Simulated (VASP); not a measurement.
A run of VASP 6.6.1:

Contents of INCAR:

```
PREC = Accurate
ENCUT = 520
EDIFF = 1E-6
ISMEAR = 0
SIGMA = 0.15
LREAL = F
LASPH = T
NELM = 60
ALGO = Normal
ISIF = 2
LWAVE = F
LCHARG = F
GGA = CA
NBANDS = 16
```

The input KPOINTS:

```
Automatic mesh
0
Gamma
  16 16 16
```

Contents of POSCAR:

```
GaSb
1.0
   -1.6665318903      2.5493879331      2.5938200430
    1.6665318903     -2.5493879331      2.5938200430
    1.6665318903      2.5493879331     -2.5938200430
Ga Sb
1 1
Direct
    0.0000000000      0.0000000000      0.0000000000
    0.5000000000      0.5000000000      0.0000000000
```

Potentials or basis: VASP PAW LDA potentials, release 64 (Ga_d, Sb).

Launch:

```console
$ cat potpaw_LDA.64/Ga_d/POTCAR potpaw_LDA.64/Sb/POTCAR > POTCAR
$ mpirun -np 1 vasp_std > vasp.out
```

Hardware: 1 thread of Intel Xeon 8259CL (shared host).

**Question.** How long does it take, and how much memory?

**Answer.** Wall time 7.3 min on 1 thread of Intel Xeon 8259CL, on a shared host, peak memory 0.53 GiB. Counts: scf iterations 11, k points 621.
